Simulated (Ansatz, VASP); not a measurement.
**BaTiO3: VASP beside Ansatz**

```
Ba Ti O
1.0
     3.96984    0.00000    0.00000
     0.00000    3.96984    0.00000
     0.00000    0.00000    3.96995
Ba Ti O
1 1 3
Direct
  0.50000 0.50000 0.58254
  0.00000 0.00000 0.08254
  0.00000 0.50000 0.08254
  0.50000 0.00000 0.08254
  0.00000 0.00000 0.58254
```

Alike in both runs: functional PBEsol; k mesh 10 × 10 × 10; occupations gaussian, width 0.02 eV; no spin polarisation.

Ansatz relaxed the structure, and its values are those at the end. VASP's run is a single point on that final structure, the one shown.

```csv
,VASP,Ansatz
version,VASP 6.6.1,Ansatz 0.2.0
potentials or method,"VASP PAW PBE potentials, release 64 (Ba_sv, Ti_sv, O), cutoff 600 eV","scalar-relativistic, plane waves, PAW"
valence electrons in the cell,40,40
```

|  | VASP | Ansatz | Ansatz less VASP |
| --- | --- | --- | --- |
| gap on the k mesh at the Fermi level (eV) | 1.74 | 1.82 | +0.072 |
| least direct gap on the mesh (eV) | 1.86 | 1.89 | +0.030 |
| pressure (GPa) | 1.9 | 0.0 | -1.88 |

VASP's potentials were made for PBE, not for PBEsol.

Spin-orbit coupling is off throughout.
